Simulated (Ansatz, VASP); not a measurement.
Given: the input of a run of VASP 6.6.1 on CuAs3.

File INCAR:

```
PREC     = Accurate       # precision mode
ENCUT    = 520            # plane-wave cutoff, eV
EDIFF    = 1E-7           # SCF threshold, eV
ISMEAR   = -1             # smearing method
SIGMA    = 0.05           # smearing width, eV
LREAL    = False          # projectors in reciprocal space
LASPH    = True           # aspherical terms in the spheres
NELM     = 100            # most SCF steps
ALGO     = Normal         # electronic algorithm
ISIF     = 2              # what is computed and relaxed
LWAVE    = False          # write WAVECAR
LCHARG   = False          # write CHGCAR
GGA      = PE             # functional
NBANDS   = 21             # bands
```

File KPOINTS:

```
Automatic mesh
0
Gamma
  6 6 6
```

Contents of POSCAR:

```
CuAs3
1.0
    0.0000000000      3.7798986809      3.7798986809
    3.7798986809      0.0000000000      3.7798986809
    3.7798986809      3.7798986809      0.0000000000
Cu As
1 3
Direct
    0.0000000000      0.0000000000      0.0000000000
    0.2500000000      0.2500000000      0.2500000000
    0.7500000000      0.7500000000      0.7500000000
    0.5000000000      0.5000000000      0.5000000000
```

Potentials or basis: VASP PAW PBE potentials, release 64 (Cu, As).

Command:

```sh
$ cat potpaw_PBE.64/Cu/POTCAR potpaw_PBE.64/As/POTCAR > POTCAR
$ mpirun -np 1 vasp_std > vasp.out
```

Translate it to Ansatz 0.2.0. Potentials there: all-electron LAPW, scalar-relativistic.

As run (the cutoff follows the program's own potentials):

input.yaml

```yaml
crystal:
  lattice:
    - [0.0, 3.7798986809, 3.7798986809]
    - [3.7798986809, 0.0, 3.7798986809]
    - [3.7798986809, 3.7798986809, 0.0]
  atoms:
    - { symbol: Cu, position: [0.0, 0.0, 0.0] }
    - { symbol: As, position: [0.25, 0.25, 0.25] }
    - { symbol: As, position: [0.75, 0.75, 0.75] }
    - { symbol: As, position: [0.5, 0.5, 0.5] }
kpoints:
  mp_grid: { grid: [6, 6, 6] }
scf:
  occupations: { method: fermi_dirac, width: 0.05 }
hamiltonian:
  xc: pbe
  pseudopotentials: { kind: all_electron, lapw: { basis_error: 0.001 } }
output:
  forces: true
  stress: true
  eigenvalues: true
```

Potentials or basis: all-electron LAPW, scalar-relativistic.

The run is started by

```sh
$ ansatz run input.yaml --threads 2 --pin off --max-ram 6144MiB --backend cpu --events-out ev --progress --plain --runs-dir out
```

Both were run:

|  | VASP | Ansatz | Ansatz less VASP |
| --- | --- | --- | --- |
| gap on the k mesh at the Fermi level (eV) | none | none | - |
| pressure (GPa) | -13.7 | -13.7 | -0.01 |

A gap of «none» marks a metal or a gap that the smearing closes. Ansatz ran all-electron here, and VASP with PAW potentials.
